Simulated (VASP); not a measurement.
A run of VASP 6.6.1 is set up as follows.

Contents of INCAR:

```
SYSTEM = Sn4SeS3
ALGO     = Normal         ! electronic algorithm
EDIFF    = 1E-6           ! SCF threshold, eV
ENCUT    = 520            ! plane-wave cutoff, eV
GGA      = PE             ! functional
ISIF     = 2              ! what is computed and relaxed
ISMEAR   = 0              ! smearing method
LASPH    = .True.         ! aspherical terms in the spheres
LCHARG   = .True.         ! write CHGCAR
LELF     = .True.         ! ELF
LREAL    = .False.        ! projectors in reciprocal space
LVHAR    = .True.       
LWAVE    = .False.        ! write WAVECAR
NBANDS   = 50             ! bands
NELM     = 100            ! most SCF steps
PREC     = Accurate       ! precision mode
SIGMA    = 0.1            ! smearing width, eV
```

KPOINTS

```
k-points
0
Gamma
  4 4 4
  0 0 0
```

File POSCAR:

```
Sn4SeS3
1.0
    4.1612944641     -5.8965772985      0.0000000000
    4.1612944641      5.8965772985      0.0000000000
    0.0000000000      0.0000000000      4.1814254483
Sn Se S
4 1 3
Direct
    0.2532262065      0.7467737935      0.0000000000
    0.7467737935      0.2532262065      0.0000000000
    0.2565296057      0.2565296057      0.5000000000
    0.7434703943      0.7434703943      0.5000000000
    0.0000000000      0.0000000000      0.0000000000
    0.5000000000      0.5000000000      0.0000000000
    0.0000000000      0.5000000000      0.5000000000
    0.5000000000      0.0000000000      0.5000000000
```

Potentials or basis: VASP PAW PBE potentials, release 64 (Sn_d, Se, S).

Launch:

```console
$ cat potpaw_PBE.64/Sn_d/POTCAR potpaw_PBE.64/Se/POTCAR potpaw_PBE.64/S/POTCAR > POTCAR
$ mpirun -np 1 vasp_std > vasp.out
```

(1) Estimate the largest force.

(2) Predict the pressure.

(3) Estimate the band gap on the k mesh.

Answers

(1) 0.012 eV/Å.

(2) -0.3 GPa.

(3) 0.42 eV (least direct gap 0.44 eV).

Caveat: spin-orbit coupling is left out, which moves the levels of the heavy elements.
